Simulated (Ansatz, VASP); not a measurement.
# Two plane-wave programs on S

```
S
1.0
     2.39221    0.00000    0.00000
     0.00000    2.39221    0.00000
     0.00000    0.00000    2.39223
S
1
Direct
  0.00000 0.00000 0.00000
```

Alike in both runs: task single point; functional PBEsol; k mesh 8 × 8 × 8; occupations gaussian, width 0.1 eV; no spin polarisation.

|  | VASP | Ansatz |
| --- | --- | --- |
| version | VASP 6.6.1 | Ansatz 0.2.0 |
| potentials or method | VASP PAW PBE potentials, release 64 (S), cutoff 520 eV | scalar-relativistic, plane waves, PAW |
| valence electrons in the cell | 6 | 6 |

VASP gave:

```
gap on the k mesh at the Fermi level (eV) : none
pressure (GPa)                            : 25.0
```

Question: Which values does Ansatz return?

Answer: gap on the k mesh at the Fermi level (eV): none; pressure (GPa): 24.8.

VASP's potentials were made for PBE, not for PBEsol. A gap of «none» marks a metal or a gap that the smearing closes. With one functional, cell and mesh, what is left measures potentials, basis and numerics. Ansatz's warnings: near symmetry operations not taken.
